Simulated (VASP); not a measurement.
# SnTe (F-43m) in VASP: further runs

The runs below take SnTe through single point, relaxation of cell and atoms, with PBE.

Everything below comes from runs of VASP 6.6.1. Logs are shortened: lines on timing, memory, paths and dates and some standing lists are left out, and cuts for length are marked.

## Step 1: The cell of the first run

The structure is cubic, space group F-43m (No. 216). The conventional cell has a = 7.222 Å, b = 7.222 Å, c = 7.222 Å, α = 90.00°, β = 90.00°, γ = 90.00°. Within 4.1 Å of Sn (site symmetry -43m) lie 4 Te at 3.13 Å. Within 4.1 Å of Te (site symmetry -43m) lie 4 Sn at 3.13 Å.

## Step 2: Single point, PBE

Contents of INCAR:

```
  PREC = Accurate
  ENCUT = 520
  EDIFF = 1E-6
  ISMEAR = 0
  SIGMA = 0.01
  LREAL = False
  LASPH = True
  NELM = 60
  ALGO = Normal
  ISIF = 2
  LWAVE = False
  LCHARG = True
  GGA = PE
  LELF = True
  LVHAR = True
  NBANDS = 17
```

Contents of KPOINTS:

```
Automatic mesh
0
Gamma
  8 8 8
```

Contents of POSCAR:

```
SnTe
1.0
    0.0000000000      3.6111460000      3.6111460000
    3.6111460000      0.0000000000      3.6111460000
    3.6111460000      3.6111460000      0.0000000000
Sn Te
1 1
Direct
    0.0000000000      0.0000000000      0.0000000000
    0.7500000000      0.7500000000      0.7500000000
```

Potentials or basis: VASP PAW PBE potentials, release 64 (Sn_d, Te).

Run with:

```sh
> cat potpaw_PBE.64/Sn_d/POTCAR potpaw_PBE.64/Te/POTCAR > POTCAR
> mpirun -np 1 vasp_std > vasp.out
```

OUTCAR:

```text
PREC = Accurate
   ENCUT = 520
   EDIFF = 1E-6
   ISMEAR = 0
   LREAL = False
   LASPH = True
   NELM = 60
   ISIF = 2
   GGA = PE

 ion  position               nearest neighbor table
   1  0.000  0.000  0.000-   2 3.13   2 3.13   2 3.13   2 3.13
   2  0.750  0.750  0.750-   1 3.13   1 3.13   1 3.13   1 3.13

  LATTYP: Found a face centered cubic cell.
 ALAT       =     7.2222920000

  Lattice vectors:

 A1 = (   0.0000000000,   3.6111460000,   3.6111460000)
 A2 = (   3.6111460000,   0.0000000000,   3.6111460000)
 A3 = (   3.6111460000,   3.6111460000,   0.0000000000)

Analysis of symmetry for initial positions (statically):
=====================================================================
 Subroutine PRICEL returns:
 Original cell was already a primitive cell.

 Routine SETGRP: Setting up the symmetry group for a
 face centered cubic supercell.

 Subroutine GETGRP returns: Found 24 space group operations
 (whereof 24 operations were pure point group operations)
 out of a pool of 48 trial point group operations.

The static configuration has the point symmetry T_d .

Analysis of symmetry for dynamics (positions and initial velocities):
=====================================================================
 Subroutine PRICEL returns:
 Original cell was already a primitive cell.

 Routine SETGRP: Setting up the symmetry group for a
 face centered cubic supercell.

 Subroutine GETGRP returns: Found 24 space group operations
 (whereof 24 operations were pure point group operations)
 out of a pool of 48 trial point group operations.

The dynamic configuration has the point symmetry T_d .

 Subroutine INISYM returns: Found 24 space group operations
 (whereof 24 operations are pure point group operations),
 and found     1 'primitive' translations

----------------------------------------------------------------------------------------

                                     Primitive cell

  volume of cell :      94.1814

  direct lattice vectors                    reciprocal lattice vectors
     0.000000000  3.611146000  3.611146000    -0.138460201  0.138460201  0.138460201
     3.611146000  0.000000000  3.611146000     0.138460201 -0.138460201  0.138460201
     3.611146000  3.611146000  0.000000000     0.138460201  0.138460201 -0.138460201

  length of vectors
     5.106931649  5.106931649  5.106931649     0.239820102  0.239820102  0.239820102

  position of ions in fractional coordinates (direct lattice)
     0.000000000  0.000000000  0.000000000
     0.750000000  0.750000000  0.750000000

  ion indices of the primitive-cell ions
   primitive index   ion index
                 1           1
                 2           2

----------------------------------------------------------------------------------------

 KPOINTS: Automatic mesh

Automatic generation of k-mesh.
 Grid dimensions read from file:
 generate k-points for:    8    8    8

 Generating k-lattice:

  Cartesian coordinates                     Fractional coordinates (reciprocal lattice)
    -0.017307525  0.017307525  0.017307525     0.125000000  0.000000000  0.000000000
     0.017307525 -0.017307525  0.017307525     0.000000000  0.125000000  0.000000000
     0.017307525  0.017307525 -0.017307525     0.000000000  0.000000000  0.125000000

  Length of vectors
     0.029977513  0.029977513  0.029977513

  Shift w.r.t. Gamma in fractional coordinates (k-lattice)
     0.000000000  0.000000000  0.000000000

 Subroutine IBZKPT returns following result:
 ===========================================

 Found     29 irreducible k-points:

 Following reciprocal coordinates:
            Coordinates               Weight
  0.000000  0.000000  0.000000      1.000000
  0.125000  0.000000  0.000000      8.000000
  0.250000  0.000000  0.000000      8.000000
  0.375000  0.000000  0.000000      8.000000
  0.500000  0.000000  0.000000      4.000000
  0.125000  0.125000  0.000000      6.000000
[... 16 lines left out ...]
  0.500000  0.250000  0.125000     48.000000
 -0.375000  0.250000  0.125000     24.000000
 [... further k-points ...]
   k-points           NKPTS =     29   k-points in BZ     NKDIM =     29   number of bands    NBANDS=     17
   number of dos      NEDOS =    301   number of ions     NIONS =      2
   total plane-waves  NPLWV =  64000
   dimension x,y,z NGX =    40 NGY =   40 NGZ =   40
   dimension x,y,z NGXF=    80 NGYF=   80 NGZF=   80
   ions per type =               1   1
   NGX,Y,Z   is equivalent  to a cutoff of  13.02, 13.02, 13.02 a.u.
   NGXF,Y,Z  is equivalent  to a cutoff of  26.04, 26.04, 26.04 a.u.
 SYSTEM =  unknown system
   PREC   = accura    normal or accurate (medium, high low for compatibility)
   ISTART =      0    job   : 0-new  1-cont  2-samecut
   ICHARG =      2    charge: 1-file 2-atom 10-const
   ISPIN  =      1    spin polarized calculation?
   LNONCOLLINEAR =      F non collinear calculations
   LSORBIT =      F    spin-orbit coupling
   LASPH  =      T    aspherical Exc in radial PAW
   ENCUT  =  520.0 eV  38.22 Ry    6.18 a.u.   9.50  9.50  9.50*2*pi/ulx,y,z
   NELM   =     60;   NELMIN=  2; NELMDL= -5     # of ELM steps
   EDIFF  = 0.1E-05   stopping-criterion for ELM
   LREAL  =      F    real-space projection
   EDIFFG = 0.1E-04   stopping-criterion for IOM
   NSW    =      0    number of steps for IOM
   IBRION =     -1    ionic relax: 0-MD 1-quasi-New 2-CG
   NFREE  =      0    steps in history (QN), initial steepest desc. (CG)
   ISIF   =      2    stress and relaxation
   ISYM   =      2    0-nonsym 1-usesym 2-fastsym
   POTIM  = 0.5000    time-step for ionic-motion
   TEBEG  =    0.0;   TEEND  =   0.0 temperature during run
   PSTRESS=    0.0 pullay stress
   NELECT =      20.0000    total number of electrons
   NUPDOWN=      -1.0000    fix difference up-down
   EMIN   =  10.00;   EMAX   =-10.00  energy-range for DOS
   EFERMI =   0.00;   METHOD = LEGACY
   ISMEAR =     0;   SIGMA  =   0.01  broadening in eV -4-tet -1-fermi 0-gaus
   EFERMI_NEDOS =   21; number of points for ismear=-14 and -15
   IALGO  =     38    algorithm
   IMIX   =      4    mixing-type and parameters
     AMIX     =   0.40;   BMIX     =  1.00
     AMIX_MAG =   1.60;   BMIX_MAG =  1.00
  volume/ion in A,a.u.               =      47.09       317.78
  Fermi-wavevector in a.u.,A,eV,Ry     =   0.976704  1.845704 12.979296  0.953951
  Thomas-Fermi vector in A             =   2.107344
   LORBIT       =      0    0 simple, 1 ext, 2 COOP (PROOUT), +10 PAW based schemes
   GGA     = PE    functional components
   LHFCALC =     F    Hartree Fock is set to
   AEXX    =    0.0000 exact exchange contribution
   IVDW    =     0    specifies the selected vdW correction
   LEPSILON=     F    determine dielectric tensor
   LRPA    =     F    only Hartree local field effects (RPA)
 non-spin polarized calculation
 Gauss-broadening in eV      SIGMA  =   0.01
  energy-cutoff  :      520.00
  volume of cell :       94.18
 maximum number of plane-waves:      2637
 NGX is ok and might be reduce to    40
   NGX = 19   NGY = 19   NGZ = 19

 number of electron      19.9999999 magnetization

 Free energy of the ion-electron system (eV)
  ---------------------------------------------------
  ext. energy  EPLUGINS =         0.00000000
  ---------------------------------------------------
  free energy    TOTEN  =        -7.06480370 eV

  energy without entropy =       -7.06480370  energy(sigma->0) =       -7.06480370

 E-fermi :   3.2539     XC(G=0):  -7.4438

 val. band max:        3.2117324633   @ k =  -0.2500   0.5000   0.2500
 cond. band min:       3.3003602881   @ k =   0.5000   0.5000   0.0000
 fundamental gap:      0.0886278248
 Fermi energy:         3.2539396920

 k-point     1 :       0.0000    0.0000    0.0000
  band No.  band energies     occupation
      1     -18.6287      2.00000
      2     -18.6287      2.00000
      3     -18.6287      2.00000
      4     -18.6201      2.00000
      5     -18.6201      2.00000
      6      -8.3456      2.00000
[... 9 lines left out ...]
     16       9.6173      0.00000
     17      10.7924      0.00000

 k-point     2 :       0.1250    0.0000    0.0000
  band No.  band energies     occupation
      1     -18.6289      2.00000
      2     -18.6285      2.00000
      3     -18.6285      2.00000
      4     -18.6200      2.00000
      5     -18.6200      2.00000
      6      -8.2796      2.00000
[... 9 lines left out ...]
     16       9.2397      0.00000
     17      10.4504      0.00000

 k-point     3 :       0.2500    0.0000    0.0000
  band No.  band energies     occupation
      1     -18.6293      2.00000
      2     -18.6280      2.00000
      3     -18.6280      2.00000
      4     -18.6200      2.00000
      5     -18.6200      2.00000
      6      -8.1050      2.00000
[... 9 lines left out ...]
     16       9.0497      0.00000
     17      10.3585      0.00000

 k-point     4 :       0.3750    0.0000    0.0000
  band No.  band energies     occupation
      1     -18.6297      2.00000
      2     -18.6276      2.00000
      3     -18.6276      2.00000
      4     -18.6199      2.00000
      5     -18.6199      2.00000
      6      -7.9017      2.00000
[... 9 lines left out ...]
     16       9.4614      0.00000
     17      10.3730      0.00000

 k-point     5 :       0.5000    0.0000    0.0000
  band No.  band energies     occupation
      1     -18.6299      2.00000
      2     -18.6274      2.00000
      3     -18.6274      2.00000
      4     -18.6198      2.00000
      5     -18.6198      2.00000
      6      -7.8058      2.00000
[... 9 lines left out ...]
     16      10.0814      0.00000
     17      10.0814      0.00000

 k-point     6 :       0.1250    0.1250    0.0000
  band No.  band energies     occupation
      1     -18.6292      2.00000
      2     -18.6283      2.00000
      3     -18.6283      2.00000
      4     -18.6202      2.00000
      5     -18.6199      2.00000
      6      -8.2573      2.00000
[... 9 lines left out ...]
     16       9.7694      0.00000
     17      11.1094      0.00000

 k-point     7 :       0.2500    0.1250    0.0000
  band No.  band energies     occupation
      1     -18.6296      2.00000
      2     -18.6279      2.00000
      3     -18.6278      2.00000
      4     -18.6202      2.00000
      5     -18.6198      2.00000
      6      -8.1172      2.00000
[... 9 lines left out ...]
     16       9.7025      0.00000
     17      10.8769      0.00000

 k-point     8 :       0.3750    0.1250    0.0000
  band No.  band energies     occupation
      1     -18.6300      2.00000
      2     -18.6275      2.00000
      3     -18.6273      2.00000
      4     -18.6202      2.00000
      5     -18.6197      2.00000
      6      -7.9178      2.00000
[... 9 lines left out ...]
     16       9.9428      0.00000
     17      10.7719      0.00000
[... 203 lines left out ...]
      1     -18.6316      2.00000
      2     -18.6262      2.00000
      3     -18.6261      2.00000
      4     -18.6207      2.00000
      5     -18.6193      2.00000
      6      -7.6227      2.00000
[... 9 lines left out ...]
     16      10.7855      0.00000
     17      11.8610      0.00000

 k-point    20 :      -0.3750    0.3750    0.0000
  band No.  band energies     occupation
      1     -18.6311      2.00000
      2     -18.6265      2.00000
      3     -18.6263      2.00000
      4     -18.6205      2.00000
      5     -18.6195      2.00000
      6      -7.6047      2.00000
[... 9 lines left out ...]
     16      10.2228      0.00000
     17      12.5645      0.00000

 k-point    21 :       0.5000    0.5000    0.0000
  band No.  band energies     occupation
      1     -18.6320      2.00000
      2     -18.6259      2.00000
      3     -18.6259      2.00000
      4     -18.6208      2.00000
      5     -18.6192      2.00000
      6      -7.5863      2.00000
[... 9 lines left out ...]
     16      11.3635      0.00000
     17      11.3635      0.00000

 k-point    22 :       0.3750    0.2500    0.1250
  band No.  band energies     occupation
      1     -18.6301      2.00000
      2     -18.6275      2.00000
      3     -18.6273      2.00000
      4     -18.6203      2.00000
      5     -18.6197      2.00000
      6      -7.9615      2.00000
[... 9 lines left out ...]
     16       9.8836      0.00000
     17      11.5693      0.00000

 k-point    23 :       0.5000    0.2500    0.1250
  band No.  band energies     occupation
      1     -18.6303      2.00000
      2     -18.6272      2.00000
      3     -18.6269      2.00000
      4     -18.6202      2.00000
      5     -18.6197      2.00000
      6      -7.7833      2.00000
[... 9 lines left out ...]
     16      10.2832      0.00000
     17      11.0227      0.00000

 k-point    24 :      -0.3750    0.2500    0.1250
  band No.  band energies     occupation
      1     -18.6304      2.00000
      2     -18.6272      2.00000
      3     -18.6267      2.00000
      4     -18.6201      2.00000
      5     -18.6198      2.00000
      6      -7.7007      2.00000
[... 9 lines left out ...]
     16      10.1558      0.00000
     17      10.6733      0.00000

 [... further k-points ...]
[... 5 lines left out ...]
  --------------------------------------------------------------------------------------
  -------------------------------------------------------------------------------------
  Total       -0.0334856     -0.0334856     -0.0334856     -0.0000000     -0.0000000      0.0000000
  in kB       -0.5696441     -0.5696441     -0.5696441     -0.0000000     -0.0000000      0.0000000
  external PRESSURE =      -0.5696441 kB  Pullay stress =       0.0000000 kB

 VOLUME and BASIS-vectors are now :
 -----------------------------------------------------------------------------
  energy-cutoff  :      520.00
  volume of cell :       94.18
      direct lattice vectors                 reciprocal lattice vectors
     0.000000000  3.611146000  3.611146000    -0.138460201  0.138460201  0.138460201
     3.611146000  0.000000000  3.611146000     0.138460201 -0.138460201  0.138460201
     3.611146000  3.611146000  0.000000000     0.138460201  0.138460201 -0.138460201

 POSITION                                       TOTAL-FORCE (eV/Angst)
 -----------------------------------------------------------------------------------
      0.00000      0.00000      0.00000        -0.000000     -0.000000     -0.000000
      5.41672      5.41672      5.41672         0.000000      0.000000      0.000000
 -----------------------------------------------------------------------------------
    total drift:                                0.000000      0.000000      0.000000

  FREE ENERGIE OF THE ION-ELECTRON SYSTEM (eV)
  ---------------------------------------------------
  free  energy   TOTEN  =        -7.0648036967 eV

  energy  without entropy=       -7.0648036967  energy(sigma->0) =       -7.06480370
```

Wall time 25 s (1 thread of Intel Xeon 6975P-C (Granite Rapids), shared host); peak memory 0.25 GiB.

Results:

```
Free energy            : -7.0648 eV
Pressure               : -0.1 GPa
Band gap on the k mesh : 0.09 eV, indirect (least direct gap 0.80 eV)
```

Caveat: spin-orbit coupling is left out, which moves the levels of the heavy elements.

## Step 3: Single point, PBE

Contents of INCAR:

```
ALGO = Normal
EDIFF = 1E-6
ENCUT = 520
GGA = PE
ISIF = 2
ISMEAR = 0
LASPH = T
LCHARG = F
LREAL = F
LWAVE = F
NBANDS = 17
NELM = 60
PREC = Accurate
SIGMA = 0.03
```

Contents of KPOINTS:

```
k-points
0
Gamma
  8 8 8
```

POSCAR is that of step 2.

Potentials or basis: VASP PAW PBE potentials, release 64 (Sn_d, Te).

Run with:

```sh
> cat potpaw_PBE.64/Sn_d/POTCAR potpaw_PBE.64/Te/POTCAR > POTCAR
> mpirun -np 1 vasp_std > vasp.out
```

OUTCAR:

```text
EDIFF = 1E-6
   ENCUT = 520
   GGA = PE
   ISIF = 2
   ISMEAR = 0
   LASPH = T
   LREAL = F
   NELM = 60
   PREC = Accurate

 ion  position               nearest neighbor table
   1  0.000  0.000  0.000-   2 3.13   2 3.13   2 3.13   2 3.13
   2  0.750  0.750  0.750-   1 3.13   1 3.13   1 3.13   1 3.13

  LATTYP: Found a face centered cubic cell.
 ALAT       =     7.2222920000

  Lattice vectors:

 A1 = (   0.0000000000,   3.6111460000,   3.6111460000)
 A2 = (   3.6111460000,   0.0000000000,   3.6111460000)
 A3 = (   3.6111460000,   3.6111460000,   0.0000000000)
[... 648 lines left out ...]
      4     -18.6197      2.00000
      5     -18.6194      2.00000
      6      -7.7014      2.00000
[... 9 lines left out ...]
     16      10.1551      0.00000
     17      10.6725      0.00000

 [... further k-points ...]
[... 5 lines left out ...]
  --------------------------------------------------------------------------------------
  -------------------------------------------------------------------------------------
  Total       -0.0445541     -0.0445541     -0.0445541      0.0000000      0.0000000      0.0000000
  in kB       -0.7579373     -0.7579373     -0.7579373      0.0000000      0.0000000      0.0000000
  external PRESSURE =      -0.7579373 kB  Pullay stress =       0.0000000 kB

 VOLUME and BASIS-vectors are now :
 -----------------------------------------------------------------------------
  energy-cutoff  :      520.00
  volume of cell :       94.18
      direct lattice vectors                 reciprocal lattice vectors
     0.000000000  3.611146000  3.611146000    -0.138460201  0.138460201  0.138460201
     3.611146000  0.000000000  3.611146000     0.138460201 -0.138460201  0.138460201
     3.611146000  3.611146000  0.000000000     0.138460201  0.138460201 -0.138460201

 POSITION                                       TOTAL-FORCE (eV/Angst)
 -----------------------------------------------------------------------------------
      0.00000      0.00000      0.00000        -0.000000      0.000000     -0.000000
      5.41672      5.41672      5.41672         0.000000     -0.000000      0.000000
 -----------------------------------------------------------------------------------
    total drift:                                0.000000      0.000000      0.000000

  FREE ENERGIE OF THE ION-ELECTRON SYSTEM (eV)
  ---------------------------------------------------
  free  energy   TOTEN  =        -7.0648064580 eV

  energy  without entropy=       -7.0647748432  energy(sigma->0) =       -7.06479065
```

stdout:

```text
POSCAR found type information on POSCAR SnTe
 POSCAR found :  2 types and       2 ions
 scaLAPACK will be used
 LDA part: xc-table for (Slater+PW92), standard interpolation
 POSCAR, INCAR and KPOINTS ok, starting setup
 FFT: planning ... GRIDC
 FFT: planning ... GRID_SOFT
 FFT: planning ... GRID
 WAVECAR not read
 entering main loop
```

It took 24 s on 1 thread of Intel Xeon 6975P-C (Granite Rapids), shared host; peak memory 0.25 GiB.

Results:

* Free energy: -7.0648 eV
* Pressure: -0.1 GPa
* Band gap on the k mesh: 0.09 eV, indirect (least direct gap 0.80 eV)

Caveat: spin-orbit coupling is left out, which moves the levels of the heavy elements. A k mesh can miss the band edges.

## Step 4: Single point, PBE

Contents of INCAR:

```
PREC = Accurate ; ENCUT = 520
EDIFF = 1E-7 ; ISMEAR = 0
SIGMA = 0.03 ; LREAL = False
LASPH = True ; NELM = 80
ALGO = Normal ; ISIF = 2
LWAVE = False ; LCHARG = False
GGA = PE ; NBANDS = 17
```

Contents of KPOINTS:

```
regular mesh
0
Gamma
  10 10 10
```

POSCAR is that of step 3.

Run with:

```sh
> cat potpaw_PBE.64/Sn_d/POTCAR potpaw_PBE.64/Te/POTCAR > POTCAR
> mpirun -np 1 vasp_std > vasp.out
```

Run time: 44 s. Hardware: 1 thread of Intel Xeon 6975P-C (Granite Rapids), shared host; peak memory 0.27 GiB.

Results (log left out):

| Item | Value |
| --- | --- |
| Free energy | -7.0648 eV |
| Pressure | -0.1 GPa |
| Band gap on the k mesh | 0.16 eV, indirect (least direct gap 0.80 eV) |

Levels at points of the mesh, in eV from the valence-band top:
```tsv
k point	band 8	band 9	band 10	band 11	band 12	band 13
(0.00, 0.00, 0.00)	-1.89	-1.89	-1.89	1.05	1.05	1.05
(0.50, 0.00, 0.00)	-2.42	-2.42	-2.00	1.85	1.85	3.45
(0.50, 0.50, 0.00)	-3.08	-3.08	-0.63	0.16	3.92	3.92
```

Caveat: spin-orbit coupling is left out, which moves the levels of the heavy elements. A k mesh can miss the band edges.

(Part 1 of 2 ends here.)
